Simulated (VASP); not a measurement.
# ZnAu (Pm-3m) in VASP: notebook

Runs on ZnAu. Level: PBEsol. Tasks: single point, relaxation of cell and atoms.

Everything below comes from runs of VASP 6.6.1. Logs are shortened: lines on timing, memory, paths and dates and some standing lists are left out, and cuts for length are marked.

## (1) The cell of the first run

The structure is cubic, space group Pm-3m (No. 221). The conventional cell has a = 3.128 Å, b = 3.128 Å, c = 3.128 Å, α = 90.00°, β = 90.00°, γ = 90.00°. Zn (site symmetry m-3m) has 8 Au at 2.71 Å and 6 Zn at 3.13 Å within 3.6 Å. Au (site symmetry m-3m) has 8 Zn at 2.71 Å and 6 Au at 3.13 Å within 3.6 Å.

## (2) Single point, PBEsol

File INCAR:

```
ALGO     = Normal         # electronic algorithm
EDIFF    = 1E-6           # SCF threshold, eV
ENCUT    = 520            # plane-wave cutoff, eV
GGA      = PS             # functional
ISIF     = 2              # what is computed and relaxed
ISMEAR   = -1             # smearing method
LASPH    = True           # aspherical terms in the spheres
LCHARG   = True           # write CHGCAR
LELF     = True           # ELF
LREAL    = False          # projectors in reciprocal space
LVHAR    = True         
LWAVE    = False          # write WAVECAR
NBANDS   = 18             # bands
NELM     = 60             # most SCF steps
PREC     = Accurate       # precision mode
SIGMA    = 0.1            # smearing width, eV
```

File KPOINTS:

```
k-points
0
Gamma
  16 16 16
```

File POSCAR:

```
ZnAu
1.0
    3.1283450309      0.0000000000      0.0000000000
    0.0000000000      3.1283450309      0.0000000000
    0.0000000000      0.0000000000      3.1283450309
Zn Au
1 1
Direct
    0.5000000000      0.5000000000      0.5000000000
    0.0000000000      0.0000000000      0.0000000000
```

Potentials or basis: VASP PAW PBE potentials, release 64 (Zn, Au).

Run with:

```
$ cat potpaw_PBE.64/Zn/POTCAR potpaw_PBE.64/Au/POTCAR > POTCAR
$ mpirun -np 1 vasp_std > vasp.out
```

OUTCAR:

```text
EDIFF = 1E-6
   ENCUT = 520
   GGA = PS
   ISIF = 2
   ISMEAR = -1
   LASPH = True
   LREAL = False
   NELM = 60
   PREC = Accurate

 ion  position               nearest neighbor table
   1  0.500  0.500  0.500-   2 2.71   2 2.71   2 2.71   2 2.71   2 2.71   2 2.71   2 2.71   2 2.71

   2  0.000  0.000  0.000-   1 2.71   1 2.71   1 2.71   1 2.71   1 2.71   1 2.71   1 2.71   1 2.71

  LATTYP: Found a simple cubic cell.
 ALAT       =     3.1283450309

  Lattice vectors:

 A1 = (   3.1283450309,   0.0000000000,   0.0000000000)
 A2 = (   0.0000000000,   3.1283450309,   0.0000000000)
 A3 = (   0.0000000000,   0.0000000000,   3.1283450309)

Analysis of symmetry for initial positions (statically):
=====================================================================
 Subroutine PRICEL returns:
 Original cell was already a primitive cell.

 Routine SETGRP: Setting up the symmetry group for a
 simple cubic supercell.

 Subroutine GETGRP returns: Found 48 space group operations
 (whereof 48 operations were pure point group operations)
 out of a pool of 48 trial point group operations.

The static configuration has the point symmetry O_h .

Analysis of symmetry for dynamics (positions and initial velocities):
=====================================================================
 Subroutine PRICEL returns:
 Original cell was already a primitive cell.

 Routine SETGRP: Setting up the symmetry group for a
 simple cubic supercell.

 Subroutine GETGRP returns: Found 48 space group operations
 (whereof 48 operations were pure point group operations)
 out of a pool of 48 trial point group operations.

The dynamic configuration has the point symmetry O_h .

 Subroutine INISYM returns: Found 48 space group operations
 (whereof 48 operations are pure point group operations),
 and found     1 'primitive' translations

----------------------------------------------------------------------------------------

                                     Primitive cell

  volume of cell :      30.6157

  direct lattice vectors                    reciprocal lattice vectors
     3.128345031  0.000000000  0.000000000     0.319657835  0.000000000  0.000000000
     0.000000000  3.128345031  0.000000000     0.000000000  0.319657835  0.000000000
     0.000000000  0.000000000  3.128345031     0.000000000  0.000000000  0.319657835

  length of vectors
     3.128345031  3.128345031  3.128345031     0.319657835  0.319657835  0.319657835

  position of ions in fractional coordinates (direct lattice)
     0.500000000  0.500000000  0.500000000
     0.000000000  0.000000000  0.000000000

  ion indices of the primitive-cell ions
   primitive index   ion index
                 1           1
                 2           2

----------------------------------------------------------------------------------------

 KPOINTS: k-points

Automatic generation of k-mesh.
 Grid dimensions read from file:
 generate k-points for:   16   16   16

 Generating k-lattice:

  Cartesian coordinates                     Fractional coordinates (reciprocal lattice)
     0.019978615  0.000000000  0.000000000     0.062500000  0.000000000  0.000000000
     0.000000000  0.019978615  0.000000000     0.000000000  0.062500000  0.000000000
     0.000000000  0.000000000  0.019978615     0.000000000  0.000000000  0.062500000

  Length of vectors
     0.019978615  0.019978615  0.019978615

  Shift w.r.t. Gamma in fractional coordinates (k-lattice)
     0.000000000  0.000000000  0.000000000

 Subroutine IBZKPT returns following result:
 ===========================================

 Found    165 irreducible k-points:

 Following reciprocal coordinates:
            Coordinates               Weight
  0.000000  0.000000  0.000000      1.000000
  0.062500  0.000000  0.000000      6.000000
  0.125000  0.000000  0.000000      6.000000
  0.187500  0.000000  0.000000      6.000000
  0.250000  0.000000  0.000000      6.000000
  0.312500  0.000000  0.000000      6.000000
[... 16 lines left out ...]
  0.437500  0.125000  0.000000     24.000000
  0.500000  0.125000  0.000000     12.000000
 [... further k-points ...]
   k-points           NKPTS =    165   k-points in BZ     NKDIM =    165   number of bands    NBANDS=     18
   number of dos      NEDOS =    301   number of ions     NIONS =      2
   total plane-waves  NPLWV =  13824
   dimension x,y,z NGX =    24 NGY =   24 NGZ =   24
   dimension x,y,z NGXF=    48 NGYF=   48 NGZF=   48
   ions per type =               1   1
   NGX,Y,Z   is equivalent  to a cutoff of  12.75, 12.75, 12.75 a.u.
   NGXF,Y,Z  is equivalent  to a cutoff of  25.51, 25.51, 25.51 a.u.
 SYSTEM =  unknown system
   PREC   = accura    normal or accurate (medium, high low for compatibility)
   ISTART =      0    job   : 0-new  1-cont  2-samecut
   ICHARG =      2    charge: 1-file 2-atom 10-const
   ISPIN  =      1    spin polarized calculation?
   LNONCOLLINEAR =      F non collinear calculations
   LSORBIT =      F    spin-orbit coupling
   LASPH  =      T    aspherical Exc in radial PAW
   ENCUT  =  520.0 eV  38.22 Ry    6.18 a.u.   5.82  5.82  5.82*2*pi/ulx,y,z
   NELM   =     60;   NELMIN=  2; NELMDL= -5     # of ELM steps
   EDIFF  = 0.1E-05   stopping-criterion for ELM
   LREAL  =      F    real-space projection
   EDIFFG = 0.1E-04   stopping-criterion for IOM
   NSW    =      0    number of steps for IOM
   IBRION =     -1    ionic relax: 0-MD 1-quasi-New 2-CG
   NFREE  =      0    steps in history (QN), initial steepest desc. (CG)
   ISIF   =      2    stress and relaxation
   ISYM   =      2    0-nonsym 1-usesym 2-fastsym
   POTIM  = 0.5000    time-step for ionic-motion
   TEBEG  =    0.0;   TEEND  =   0.0 temperature during run
   PSTRESS=    0.0 pullay stress
   NELECT =      23.0000    total number of electrons
   NUPDOWN=      -1.0000    fix difference up-down
   EMIN   =  10.00;   EMAX   =-10.00  energy-range for DOS
   EFERMI =   0.00;   METHOD = LEGACY
   ISMEAR =    -1;   SIGMA  =   0.10  broadening in eV -4-tet -1-fermi 0-gaus
   EFERMI_NEDOS =   21; number of points for ismear=-14 and -15
   IALGO  =     38    algorithm
   IMIX   =      4    mixing-type and parameters
     AMIX     =   0.40;   BMIX     =  1.00
     AMIX_MAG =   1.60;   BMIX_MAG =  1.00
  volume/ion in A,a.u.               =      15.31       103.30
  Fermi-wavevector in a.u.,A,eV,Ry     =   1.488228  2.812343 30.134490  2.214823
  Thomas-Fermi vector in A             =   2.601289
   LORBIT       =      0    0 simple, 1 ext, 2 COOP (PROOUT), +10 PAW based schemes
   GGA     = PS    functional components
   LHFCALC =     F    Hartree Fock is set to
   AEXX    =    0.0000 exact exchange contribution
   IVDW    =     0    specifies the selected vdW correction
   LEPSILON=     F    determine dielectric tensor
   LRPA    =     F    only Hartree local field effects (RPA)
 non-spin polarized calculation
  energy-cutoff  :      520.00
  volume of cell :       30.62
 maximum number of plane-waves:       846
 NGX is ok and might be reduce to    24
   NGX = 11   NGY = 11   NGZ = 11

 number of electron      22.9999974 magnetization

 Free energy of the ion-electron system (eV)
  ---------------------------------------------------
  ext. energy  EPLUGINS =         0.00000000
  ---------------------------------------------------
  free energy    TOTEN  =        -5.96206482 eV

  energy without entropy =       -5.94720018  energy(sigma->0) =       -5.95463250

 E-fermi :   7.1237     XC(G=0): -12.6372

 val. band max:        7.1188267727   @ k =   0.4375   0.3125   0.2500
 cond. band min:       7.1679906292   @ k =   0.3750   0.3750   0.1250
 fundamental gap:      0.0491638565
 Fermi energy:         7.1236703698

 k-point     1 :       0.0000    0.0000    0.0000
  band No.  band energies     occupation
      1      -3.6981      2.00000
      2      -1.0570      2.00000
      3      -1.0570      2.00000
      4      -0.3112      2.00000
      5      -0.3112      2.00000
      6      -0.3112      2.00000
[... 10 lines left out ...]
     17      19.3852      0.00000
     18      25.5025      0.00000

 k-point     2 :       0.0625    0.0000    0.0000
  band No.  band energies     occupation
      1      -3.6274      2.00000
      2      -1.0404      2.00000
      3      -1.0348      2.00000
      4      -0.3120      2.00000
      5      -0.3120      2.00000
      6      -0.3049      2.00000
[... 10 lines left out ...]
     17      19.7014      0.00000
     18      25.4672      0.00000

 k-point     3 :       0.1250    0.0000    0.0000
  band No.  band energies     occupation
      1      -3.4179      2.00000
      2      -0.9922      2.00000
      3      -0.9719      2.00000
      4      -0.3140      2.00000
      5      -0.3140      2.00000
      6      -0.2869      2.00000
[... 10 lines left out ...]
     17      20.7179      0.00000
     18      25.3956      0.00000

 k-point     4 :       0.1875    0.0000    0.0000
  band No.  band energies     occupation
      1      -3.0769      2.00000
      2      -0.9168      2.00000
      3      -0.8790      2.00000
      4      -0.3161      2.00000
      5      -0.3161      2.00000
      6      -0.2596      2.00000
[... 10 lines left out ...]
     17      22.3034      0.00000
     18      24.8246      0.00000

 k-point     5 :       0.2500    0.0000    0.0000
  band No.  band energies     occupation
      1      -2.6187      2.00000
      2      -0.8222      2.00000
      3      -0.7716      2.00000
      4      -0.3172      2.00000
      5      -0.3172      2.00000
      6      -0.2268      2.00000
[... 10 lines left out ...]
     17      23.4601      0.00000
     18      23.7137      0.00000

 k-point     6 :       0.3125    0.0000    0.0000
  band No.  band energies     occupation
      1      -2.0680      2.00000
      2      -0.7198      2.00000
      3      -0.6674      2.00000
      4      -0.3166      2.00000
      5      -0.3166      2.00000
      6      -0.1933      2.00000
[... 10 lines left out ...]
     17      22.2866      0.00000
     18      22.3963      0.00000

 k-point     7 :       0.3750    0.0000    0.0000
  band No.  band energies     occupation
      1      -1.4723      2.00000
      2      -0.6253      2.00000
      3      -0.5835      2.00000
      4      -0.3146      2.00000
      5      -0.3146      2.00000
      6      -0.1643      2.00000
[... 10 lines left out ...]
     17      21.0388      0.00000
     18      21.0551      0.00000

 k-point     8 :       0.4375    0.0000    0.0000
  band No.  band energies     occupation
      1      -0.9329      2.00000
      2      -0.5573      2.00000
      3      -0.5384      2.00000
      4      -0.3123      2.00000
      5      -0.3123      2.00000
      6      -0.1446      2.00000
[... 10 lines left out ...]
     17      19.7025      0.00000
     18      19.7025      0.00000
[... 229 lines left out ...]
     17      22.1797      0.00000
     18      22.5722      0.00000

 k-point    20 :       0.2500    0.1250    0.0000
  band No.  band energies     occupation
      1      -2.3831      2.00000
      2      -0.7928      2.00000
      3      -0.6977      2.00000
      4      -0.3899      2.00000
      5      -0.3071      2.00000
      6      -0.2040      2.00000
[... 10 lines left out ...]
     17      21.2904      0.00000
     18      23.8032      0.00000

 k-point    21 :       0.3125    0.1250    0.0000
  band No.  band energies     occupation
      1      -1.8760      2.00000
      2      -0.7180      2.00000
      3      -0.5966      2.00000
      4      -0.3912      2.00000
      5      -0.2745      2.00000
      6      -0.2033      2.00000
[... 10 lines left out ...]
     17      20.6405      0.00000
     18      22.4467      0.00000

 k-point    22 :       0.3750    0.1250    0.0000
  band No.  band energies     occupation
      1      -1.3626      2.00000
      2      -0.6614      2.00000
      3      -0.5243      2.00000
      4      -0.3833      2.00000
      5      -0.2136      2.00000
      6      -0.1829      2.00000
[... 10 lines left out ...]
     17      20.7277      0.00000
     18      21.1157      0.00000

 k-point    23 :       0.4375    0.1250    0.0000
  band No.  band energies     occupation
      1      -0.9586      2.00000
      2      -0.6505      2.00000
      3      -0.4902      2.00000
      4      -0.3710      2.00000
      5      -0.2287      2.00000
      6       0.0029      2.00000
[... 10 lines left out ...]
     17      19.8354      0.00000
     18      21.0690      0.00000

 k-point    24 :       0.5000    0.1250    0.0000
  band No.  band energies     occupation
      1      -0.7719      2.00000
      2      -0.6949      2.00000
      3      -0.4806      2.00000
      4      -0.3644      2.00000
      5      -0.2365      2.00000
      6       0.1437      2.00000
[... 10 lines left out ...]
     17      18.8052      0.00000
     18      21.5591      0.00000

 [... further k-points ...]
[... 5 lines left out ...]
  --------------------------------------------------------------------------------------
  -------------------------------------------------------------------------------------
  Total        0.0257116      0.0257116      0.0257116      0.0000000      0.0000000      0.0000000
  in kB        1.3455348      1.3455348      1.3455348      0.0000000      0.0000000      0.0000000
  external PRESSURE =       1.3455348 kB  Pullay stress =       0.0000000 kB

 VOLUME and BASIS-vectors are now :
 -----------------------------------------------------------------------------
  energy-cutoff  :      520.00
  volume of cell :       30.62
      direct lattice vectors                 reciprocal lattice vectors
     3.128345031  0.000000000  0.000000000     0.319657835  0.000000000  0.000000000
     0.000000000  3.128345031  0.000000000     0.000000000  0.319657835  0.000000000
     0.000000000  0.000000000  3.128345031     0.000000000  0.000000000  0.319657835

 POSITION                                       TOTAL-FORCE (eV/Angst)
 -----------------------------------------------------------------------------------
      1.56417      1.56417      1.56417         0.000000      0.000000      0.000000
      0.00000      0.00000      0.00000         0.000000      0.000000      0.000000
 -----------------------------------------------------------------------------------
    total drift:                                0.000000      0.000000     -0.000000

  FREE ENERGIE OF THE ION-ELECTRON SYSTEM (eV)
  ---------------------------------------------------
  free  energy   TOTEN  =        -5.9620648237 eV

  energy  without entropy=       -5.9472001777  energy(sigma->0) =       -5.95463250
```

It took 40 s on 1 thread of Intel Xeon Platinum 8259CL at 2.50GHz (Skylake/Cascade Lake), shared host; peak memory 0.21 GiB.

What came out:

```yaml
Free_energy: -5.9621 eV
Pressure: 0.1 GPa
Band_gap_on_the_k_mesh: zero (an odd number of electrons rules out a gap without spin polarisation)
```

Caveat: the PAW data sets were made with another functional, which shifts forces and pressure a little; spin-orbit coupling is left out, which moves the levels of the heavy elements.

## (3) Relaxation of cell and atoms, PBEsol

This run uses another cell than the first one, of 15.58 Å³/atom.

File INCAR:

```
SYSTEM = ZnAu
ALGO = Normal ; EDIFF = 1E-7
EDIFFG = -0.002 ; ENCUT = 600
GGA = PS ; IBRION = 2
ISIF = 3 ; ISMEAR = -1
LASPH = .True. ; LCHARG = .False.
LREAL = .False. ; LWAVE = .False.
NELM = 100 ; NSW = 100
PREC = Accurate ; SIGMA = 0.1
```

File KPOINTS:

```
k-points
0
Gamma
  16 16 16
  0 0 0
```

File POSCAR:

```
ZnAu
1.0
    3.1470000000      0.0000000000      0.0000000000
    0.0000000000      3.1470000000      0.0000000000
    0.0000000000      0.0000000000      3.1470000000
Zn Au
1 1
Direct
    0.5000000000      0.5000000000      0.5000000000
    0.0000000000      0.0000000000      0.0000000000
```

Potentials or basis: VASP PAW PBE potentials, release 64 (Zn, Au).

Run with:

```
$ cat potpaw_PBE.64/Zn/POTCAR potpaw_PBE.64/Au/POTCAR > POTCAR
$ mpirun -np 1 vasp_std > vasp.out
```

It took 3.2 min on 1 thread of Intel Xeon Platinum 8259CL at 2.50GHz (Skylake/Cascade Lake), shared host; peak memory 0.25 GiB.

Results (log left out):

| Item | Value |
| --- | --- |
| Free energy | -5.9619 eV |
| Relaxed volume | 15.33 Å³/atom |
| Relaxed cell | a = 3.130 Å, b = 3.130 Å, c = 3.130 Å, α = 90.00°, β = 90.00°, γ = 90.00° |
| Space group after relaxing (to 0.1 Å) | Pm-3m (No. 221) |
| Energy gained by relaxing | 1.8 meV/atom |
| Ionic steps | 3 |
| Pressure after relaxing | 0.0 GPa |
| Band gap on the k mesh | zero (an odd number of electrons rules out a gap without spin polarisation) |

The path:
```tsv
step	energy change (eV)	largest force (eV/Å)	pressure (GPa)	volume (Å³)
1	0.0000	0.0000	-2.26	31.17
2	-0.0003	0.0000	2.29	30.19
3	-0.0036	0.0000	0.00	30.66
```

Final structure:
```
Zn Au
1.0
     3.12984    0.00000    0.00000
     0.00000    3.12984    0.00000
     0.00000    0.00000    3.12984
Zn Au
1 1
Cartesian
  1.5649 1.5649 1.5649
  0.0000 0.0000 0.0000
```

Levels at points of the mesh, in eV from the Fermi level:
```csv
k point,band 10,band 11,band 12,band 13,band 14,band 15
"(0.00, 0.00, 0.00)",-3.74,-3.74,4.99,4.99,4.99,9.04
"(0.50, 0.00, 0.00)",-4.97,-3.92,-2.37,10.45,11.22,11.22
"(0.50, 0.50, 0.00)",-3.15,-2.08,-2.08,0.88,2.61,10.47
"(0.50, 0.50, 0.50)",-3.10,1.43,3.66,3.75,3.75,3.75
```

Caveat: the PAW data sets were made with another functional, which shifts forces and pressure a little; spin-orbit coupling is left out, which moves the levels of the heavy elements.
